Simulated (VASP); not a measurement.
# MgO (Cm) in VASP: further runs

MgO is run at these levels: PBE; tasks: single point.

Program: VASP 6.6.1. These are calculated values, not measurements. Logs are shortened: lines on timing, memory, paths and dates and some standing lists are left out, and cuts for length are marked.

## Step 1: The cell of the first run

The structure is monoclinic, space group Cm (No. 8). The conventional cell has a = 5.695 Å, b = 3.288 Å, c = 5.079 Å, α = 90.00°, β = 90.00°, γ = 90.00°. Mg (site symmetry m) has 4 O at 1.85 to 2.04 Å within 2.5 Å. Mg (site symmetry m) has 4 O at 1.92 to 2.10 Å within 2.5 Å. Within 2.5 Å of O (site symmetry m) lie 4 Mg at 1.92 to 2.10 Å. Within 2.5 Å of O (site symmetry m) lie 4 Mg at 1.85 to 2.04 Å.

## Step 2: Single point, PBE (atoms displaced along a vibrational mode, the cell strained)

The input, INCAR:

```
PREC     = Accurate       # precision mode
ENCUT    = 520            # plane-wave cutoff, eV
EDIFF    = 1E-6           # SCF threshold, eV
ISMEAR   = 0              # smearing method
SIGMA    = 0.05           # smearing width, eV
LREAL    = F              # projectors in reciprocal space
LASPH    = T              # aspherical terms in the spheres
NELM     = 60             # most SCF steps
ALGO     = Normal         # electronic algorithm
ISIF     = 2              # what is computed and relaxed
LWAVE    = F              # write WAVECAR
LCHARG   = T              # write CHGCAR
GGA      = PE             # functional
LELF     = T              # ELF
LVHAR    = T            
NBANDS   = 16             # bands
```

The input, KPOINTS:

```
regular mesh
0
Gamma
  9 9 6
```

The input, POSCAR:

```
MgO
1.0
    3.2877685319      0.0000000000      0.0000000000
   -1.6438842660      2.8472910704      0.0000000000
    0.0000000000      0.0000000000      5.0790385795
Mg O
2 2
Direct
    0.3422748310      0.6845496620      0.0063188067
    0.6756081643      0.3512163287      0.5063188067
    0.3197497906      0.6394995812      0.3982811933
    0.6530831239      0.3061662478      0.8982811933
```

Potentials or basis: VASP PAW PBE potentials, release 64 (Mg, O).

Run with:

```sh
cat potpaw_PBE.64/Mg/POTCAR potpaw_PBE.64/O/POTCAR > POTCAR
mpirun -np 1 vasp_std > vasp.out
```

OUTCAR:

```text
PREC = Accurate
   ENCUT = 520
   EDIFF = 1E-6
   ISMEAR = 0
   LREAL = F
   LASPH = T
   NELM = 60
   ISIF = 2
   GGA = PE

 ion  position               nearest neighbor table
   1  0.342  0.685  0.006-   4 1.85   3 1.99   4 2.04   4 2.04   2 3.17   2 3.17   2 3.17   2 3.17
                             2 3.17   2 3.17
   2  0.676  0.351  0.506-   3 1.92   3 1.92   4 1.99   3 2.10   1 3.17   1 3.17   1 3.17   1 3.17
                             1 3.17   1 3.17
   3  0.320  0.639  0.398-   2 1.92   2 1.92   1 1.99   2 2.10
   4  0.653  0.306  0.898-   1 1.85   2 1.99   1 2.04   1 2.04

  LATTYP: Found a hexagonal cell.
 ALAT       =     3.2877685319
 C/A-ratio  =     1.5448285152

  Lattice vectors:

 A1 = (   3.2877685319,   0.0000000000,   0.0000000000)
 A2 = (  -1.6438842660,   2.8472910704,   0.0000000000)
 A3 = (   0.0000000000,   0.0000000000,   5.0790385795)

Analysis of symmetry for initial positions (statically):
=====================================================================
 Subroutine PRICEL returns:
 Original cell was already a primitive cell.

 Routine SETGRP: Setting up the symmetry group for a
 hexagonal supercell.

 Subroutine GETGRP returns: Found  2 space group operations
 (whereof  2 operations were pure point group operations)
 out of a pool of 24 trial point group operations.

The static configuration has the point symmetry C_1h.

Analysis of symmetry for dynamics (positions and initial velocities):
=====================================================================
 Subroutine PRICEL returns:
 Original cell was already a primitive cell.

 Routine SETGRP: Setting up the symmetry group for a
 hexagonal supercell.

 Subroutine GETGRP returns: Found  2 space group operations
 (whereof  2 operations were pure point group operations)
 out of a pool of 24 trial point group operations.

The dynamic configuration has the point symmetry C_1h.

 Subroutine INISYM returns: Found  2 space group operations
 (whereof  2 operations are pure point group operations),
 and found     1 'primitive' translations

----------------------------------------------------------------------------------------

                                     Primitive cell

  volume of cell :      47.5461

  direct lattice vectors                    reciprocal lattice vectors
     3.287768532  0.000000000  0.000000000     0.304157665  0.175605510  0.000000000
    -1.643884266  2.847291070  0.000000000     0.000000000  0.351211020  0.000000000
     0.000000000  0.000000000  5.079038579     0.000000000  0.000000000  0.196887656

  length of vectors
     3.287768532  3.287768532  5.079038579     0.351211020  0.351211020  0.196887656

  position of ions in fractional coordinates (direct lattice)
     0.342274831  0.684549662  0.006318807
     0.675608164  0.351216329  0.506318807
     0.319749791  0.639499581  0.398281193
     0.653083124  0.306166248  0.898281193

  ion indices of the primitive-cell ions
   primitive index   ion index
                 1           1
                 2           2
                 3           3
                 4           4

----------------------------------------------------------------------------------------

 KPOINTS: regular mesh

Automatic generation of k-mesh.
 Grid dimensions read from file:
 generate k-points for:    9    9    6

 Generating k-lattice:

  Cartesian coordinates                     Fractional coordinates (reciprocal lattice)
     0.033795296  0.019511723  0.000000000     0.111111111 -0.000000000  0.000000000
     0.000000000  0.039023447  0.000000000     0.000000000  0.111111111  0.000000000
     0.000000000  0.000000000  0.032814609     0.000000000  0.000000000  0.166666667

  Length of vectors
     0.039023447  0.039023447  0.032814609

  Shift w.r.t. Gamma in fractional coordinates (k-lattice)
     0.000000000  0.000000000  0.000000000

 Subroutine IBZKPT returns following result:
 ===========================================

 Found    140 irreducible k-points:

 Following reciprocal coordinates:
            Coordinates               Weight
  0.000000  0.000000  0.000000      1.000000
  0.111111 -0.000000  0.000000      4.000000
  0.000000  0.111111  0.000000      2.000000
  0.222222  0.000000  0.000000      4.000000
  0.000000  0.222222  0.000000      2.000000
  0.333333  0.000000  0.000000      4.000000
[... 16 lines left out ...]
 -0.222222 -0.444444  0.000000      4.000000
  0.444444  0.333333  0.000000      4.000000
 [... further k-points ...]
   k-points           NKPTS =    140   k-points in BZ     NKDIM =    140   number of bands    NBANDS=     16
   number of dos      NEDOS =    301   number of ions     NIONS =      4
   total plane-waves  NPLWV =  23040
   dimension x,y,z NGX =    24 NGY =   24 NGZ =   40
   dimension x,y,z NGXF=    48 NGYF=   48 NGZF=   80
   ions per type =               2   2
   NGX,Y,Z   is equivalent  to a cutoff of  12.14, 12.14, 13.09 a.u.
   NGXF,Y,Z  is equivalent  to a cutoff of  24.27, 24.27, 26.19 a.u.
 SYSTEM =  unknown system
   PREC   = accura    normal or accurate (medium, high low for compatibility)
   ISTART =      0    job   : 0-new  1-cont  2-samecut
   ICHARG =      2    charge: 1-file 2-atom 10-const
   ISPIN  =      1    spin polarized calculation?
   LNONCOLLINEAR =      F non collinear calculations
   LSORBIT =      F    spin-orbit coupling
   LASPH  =      T    aspherical Exc in radial PAW
   ENCUT  =  520.0 eV  38.22 Ry    6.18 a.u.   6.11  6.11  9.44*2*pi/ulx,y,z
   NELM   =     60;   NELMIN=  2; NELMDL= -5     # of ELM steps
   EDIFF  = 0.1E-05   stopping-criterion for ELM
   LREAL  =      F    real-space projection
   EDIFFG = 0.1E-04   stopping-criterion for IOM
   NSW    =      0    number of steps for IOM
   IBRION =     -1    ionic relax: 0-MD 1-quasi-New 2-CG
   NFREE  =      0    steps in history (QN), initial steepest desc. (CG)
   ISIF   =      2    stress and relaxation
   ISYM   =      2    0-nonsym 1-usesym 2-fastsym
   POTIM  = 0.5000    time-step for ionic-motion
   TEBEG  =    0.0;   TEEND  =   0.0 temperature during run
   PSTRESS=    0.0 pullay stress
   NELECT =      16.0000    total number of electrons
   NUPDOWN=      -1.0000    fix difference up-down
   EMIN   =  10.00;   EMAX   =-10.00  energy-range for DOS
   EFERMI =   0.00;   METHOD = LEGACY
   ISMEAR =     0;   SIGMA  =   0.05  broadening in eV -4-tet -1-fermi 0-gaus
   EFERMI_NEDOS =   21; number of points for ismear=-14 and -15
   IALGO  =     38    algorithm
   IMIX   =      4    mixing-type and parameters
     AMIX     =   0.40;   BMIX     =  1.00
     AMIX_MAG =   1.60;   BMIX_MAG =  1.00
  volume/ion in A,a.u.               =      11.89        80.21
  Fermi-wavevector in a.u.,A,eV,Ry     =   1.138702  2.151834 17.641878  1.296641
  Thomas-Fermi vector in A             =   2.275406
   LORBIT       =      0    0 simple, 1 ext, 2 COOP (PROOUT), +10 PAW based schemes
   GGA     = PE    functional components
   LHFCALC =     F    Hartree Fock is set to
   AEXX    =    0.0000 exact exchange contribution
   IVDW    =     0    specifies the selected vdW correction
   LEPSILON=     F    determine dielectric tensor
   LRPA    =     F    only Hartree local field effects (RPA)
 non-spin polarized calculation
 Gauss-broadening in eV      SIGMA  =   0.05
  energy-cutoff  :      520.00
  volume of cell :       47.55
 maximum number of plane-waves:      1302
   NGX = 13   NGY = 13   NGZ = 19

 number of electron      15.9999999 magnetization

 Free energy of the ion-electron system (eV)
  ---------------------------------------------------
  ext. energy  EPLUGINS =         0.00000000
  ---------------------------------------------------
  free energy    TOTEN  =       -23.36235819 eV

  energy without entropy =      -23.36235819  energy(sigma->0) =      -23.36235819

 E-fermi :   1.2471     XC(G=0):  -9.7088

 val. band max:        1.0308846118   @ k =   0.0000   0.0000   0.0000
 cond. band min:       4.5218122737   @ k =   0.0000   0.0000   0.0000
 fundamental gap:      3.4909276620
 Fermi energy:         1.2471161485

 k-point     1 :       0.0000    0.0000    0.0000
  band No.  band energies     occupation
      1     -15.1401      2.00000
      2     -14.3821      2.00000
      3      -2.1909      2.00000
      4       0.3647      2.00000
      5       0.3777      2.00000
      6       0.7169      2.00000
[... 8 lines left out ...]
     15      17.6321      0.00000
     16      17.6879      0.00000

 k-point     2 :       0.1111   -0.0000    0.0000
  band No.  band energies     occupation
      1     -15.0785      2.00000
      2     -14.3589      2.00000
      3      -2.0690      2.00000
      4       0.0527      2.00000
      5       0.2704      2.00000
      6       0.3916      2.00000
[... 8 lines left out ...]
     15      17.3221      0.00000
     16      17.6556      0.00000

 k-point     3 :       0.0000    0.1111    0.0000
  band No.  band energies     occupation
      1     -15.0786      2.00000
      2     -14.3592      2.00000
      3      -2.0692      2.00000
      4       0.0644      2.00000
      5       0.2900      2.00000
      6       0.3528      2.00000
[... 8 lines left out ...]
     15      17.3488      0.00000
     16      17.6185      0.00000

 k-point     4 :       0.2222    0.0000    0.0000
  band No.  band energies     occupation
      1     -14.9127      2.00000
      2     -14.3057      2.00000
      3      -1.7258      2.00000
      4      -0.7430      2.00000
      5      -0.2500      2.00000
      6       0.1588      2.00000
[... 8 lines left out ...]
     15      16.1770      0.00000
     16      16.7370      0.00000
[... 324 lines left out ...]
 k-point    22 :       0.3333    0.2222    0.0000
  band No.  band energies     occupation
      1     -14.4412      2.00000
      2     -14.2737      2.00000
      3      -1.7042      2.00000
      4      -0.9559      2.00000
      5      -0.6011      2.00000
      6      -0.4613      2.00000
[... 8 lines left out ...]
     15      14.7167      0.00000
     16      17.1955      0.00000

 k-point    23 :      -0.2222   -0.4444    0.0000
  band No.  band energies     occupation
      1     -14.4411      2.00000
      2     -14.2749      2.00000
      3      -1.6972      2.00000
      4      -0.9573      2.00000
      5      -0.6081      2.00000
      6      -0.4650      2.00000
[... 8 lines left out ...]
     15      14.7362      0.00000
     16      17.1993      0.00000

 k-point    24 :       0.4444    0.3333    0.0000
  band No.  band energies     occupation
      1     -14.4413      2.00000
      2     -14.2728      2.00000
      3      -1.7072      2.00000
      4      -0.9558      2.00000
      5      -0.6023      2.00000
      6      -0.4582      2.00000
[... 8 lines left out ...]
     15      14.7031      0.00000
     16      17.1813      0.00000

 [... further k-points ...]

------------------------ aborting loop because EDIFF is reached ----------------------------------------

  FORCE on cell =-STRESS in cart. coord.  units (eV):
  Direction    XX          YY          ZZ          XY          YZ          ZX
  --------------------------------------------------------------------------------------
  -------------------------------------------------------------------------------------
  Total        1.1682385      1.6459207      0.7613849     -0.0000000     -1.1121358      0.0000000
  in kB       39.3665603     55.4631957     25.6566682     -0.0000000    -37.4760477      0.0000000
  external PRESSURE =      40.1621414 kB  Pullay stress =       0.0000000 kB

 VOLUME and BASIS-vectors are now :
 -----------------------------------------------------------------------------
  energy-cutoff  :      520.00
  volume of cell :       47.55
      direct lattice vectors                 reciprocal lattice vectors
     3.287768532  0.000000000  0.000000000     0.304157665  0.175605510  0.000000000
    -1.643884266  2.847291070  0.000000000     0.000000000  0.351211020  0.000000000
     0.000000000  0.000000000  5.079038579     0.000000000  0.000000000  0.196887656

 POSITION                                       TOTAL-FORCE (eV/Angst)
 -----------------------------------------------------------------------------------
     -0.00000      1.94911      0.03209         0.000000     -1.596831      0.182564
      1.64388      1.00002      2.57161         0.000000     -1.006285      0.137753
     -0.00000      1.82084      2.02289        -0.000000      1.008327     -0.136418
      1.64388      0.87174      4.56240        -0.000000      1.594788     -0.183899
 -----------------------------------------------------------------------------------
    total drift:                                0.000001      0.000427      0.002121

  FREE ENERGIE OF THE ION-ELECTRON SYSTEM (eV)
  ---------------------------------------------------
  free  energy   TOTEN  =       -23.3623581906 eV

  energy  without entropy=      -23.3623581906  energy(sigma->0) =      -23.36235819
```

Wall time 26 s (1 thread of Intel Xeon 6975P-C (Granite Rapids), shared host); peak memory 0.23 GiB.

What came out:

| Item | Value |
| --- | --- |
| Free energy | -23.3624 eV |
| Pressure | 4.0 GPa |
| Largest force | 1.607 eV/Å |
| Band gap on the k mesh | 3.49 eV |

Forces on the atoms (eV/Å):
```
Mg   0.000 -1.597  0.183
Mg   0.000 -1.006  0.138
O    0.000  1.008 -0.136
O    0.000  1.595 -0.184
```

Stress tensor (GPa, compression positive):
```
 3.94  0.00  0.00
 0.00  5.55 -3.75
 0.00 -3.75  2.57
```

Caveat: the cell differs from its parent crystal (atoms displaced along a vibrational mode, the cell strained); the cell stands under pressure; an odd mesh through Γ misses points on the zone boundary, where band edges can lie; forces of over 1 eV/Å act on the atoms, so gaps and moduli don't describe the material at rest.

(Continued in part 2 of 2.)
